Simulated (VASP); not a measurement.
A run of VASP 6.6.1 is set up as follows.

Contents of INCAR:

```
PREC     = Accurate       # precision mode
ENCUT    = 600            # plane-wave cutoff, eV
EDIFF    = 1E-6           # SCF threshold, eV
ISMEAR   = 0              # smearing method
SIGMA    = 0.1            # smearing width, eV
LREAL    = F              # projectors in reciprocal space
LASPH    = T              # aspherical terms in the spheres
NELM     = 200            # most SCF steps
ALGO     = Normal         # electronic algorithm
ISIF     = 2              # what is computed and relaxed
LWAVE    = F              # write WAVECAR
LCHARG   = T              # write CHGCAR
ISPIN    = 2              # spin polarisation
MAGMOM   = 0.3 0          # initial moments
LORBIT   = 11             # projections on sites
LMAXMIX  = 4              # l up to which the mixer works
GGA      = PE             # functional
IVDW     = 13             # dispersion correction
LELF     = T              # ELF
LVHAR    = T            
NBANDS   = 20             # bands
GGA_COMPAT= F
```

Contents of KPOINTS:

```
regular mesh
0
Gamma
  2 2 2
```

Contents of POSCAR:

```
VN
1.0
    0.0000000000      2.0624650000      2.0624650000
    2.0624650000      0.0000000000      2.0624650000
    2.0624650000      2.0624650000      0.0000000000
V N
1 1
Direct
    0.0000000000      0.0000000000      0.0000000000
    0.5000000000      0.5000000000      0.5000000000
```

Potentials or basis: VASP PAW PBE potentials, release 64 (V_sv, N).

Run with:

```console
$ cat potpaw_PBE.64/V_sv/POTCAR potpaw_PBE.64/N/POTCAR > POTCAR
$ mpirun -np 1 vasp_std > vasp.out
```

(1) Estimate the pressure.

(2) Predict the band gap on the k mesh.

Answers

(1) -8.9 GPa.

(2) zero (filled and empty bands overlap).

Caveat: the k points lie up to 1.32 Å⁻¹ apart; pairwise dispersion overbinds metals, which lowers pressure and volume.
